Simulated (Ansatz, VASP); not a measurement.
## Two plane-wave programs on Na

The input INCAR:

```
SYSTEM = Na
PREC     = Accurate       ! precision mode
ENCUT    = 520            ! plane-wave cutoff, eV
EDIFF    = 1E-6           ! SCF threshold, eV
ISMEAR   = 0              ! smearing method
SIGMA    = 0.1            ! smearing width, eV
LREAL    = .FALSE.        ! projectors in reciprocal space
LASPH    = .TRUE.         ! aspherical terms in the spheres
NELM     = 60             ! most SCF steps
ALGO     = Normal         ! electronic algorithm
ISIF     = 2              ! what is computed and relaxed
LWAVE    = .FALSE.        ! write WAVECAR
LCHARG   = .FALSE.        ! write CHGCAR
GGA      = PE             ! functional
NBANDS   = 10             ! bands
```

File KPOINTS:

```
regular mesh
0
G
  8 8 8
  0 0 0
```

Contents of POSCAR:

```
Na
1.0
   -2.1040267987      2.1040267987      2.1040267987
    2.1040267987     -2.1040267987      2.1040267987
    2.1040267987      2.1040267987     -2.1040267987
Na
1
Direct
    0.0000000000      0.0000000000      0.0000000000
```

Input for Ansatz:

```yaml
crystal:
  lattice:
    - [-2.1040267987, 2.1040267987, 2.1040267987]
    - [2.1040267987, -2.1040267987, 2.1040267987]
    - [2.1040267987, 2.1040267987, -2.1040267987]
  atoms:
    - { symbol: Na, position: [0.0, 0.0, 0.0] }
basis:
  ecutwfc: 420
kpoints:
  mp_grid: { grid: [8, 8, 8] }
hamiltonian:
  xc: pbe
scf:
  occupations: { method: gaussian, width: 0.1 }
output:
  forces: true
  stress: true
  eigenvalues: true
```

Alike in both runs: task single point; functional PBE; k mesh 8 × 8 × 8; occupations gaussian, width 0.1 eV; no spin polarisation.

|  | VASP | Ansatz |
| --- | --- | --- |
| version | VASP 6.6.1 | Ansatz 0.2.0 |
| potentials or method | VASP PAW PBE potentials, release 64 (Na_pv), cutoff 520 eV | scalar-relativistic, plane waves, PAW |
| valence electrons in the cell | 7 | 9 |

|  | VASP | Ansatz | Ansatz less VASP |
| --- | --- | --- | --- |
| gap on the k mesh at the Fermi level (eV) | none | none | - |
| pressure (GPa) | -0.1 | 0.0 | +0.03 |

A gap of «none» marks a metal or a gap that the smearing closes. The functional is the same, so the differences come from potentials, cutoffs and numerics. VASP's potentials hold 7 valence electrons a cell and Ansatz's 9, so a difference there can come from the potentials and not from the codes.
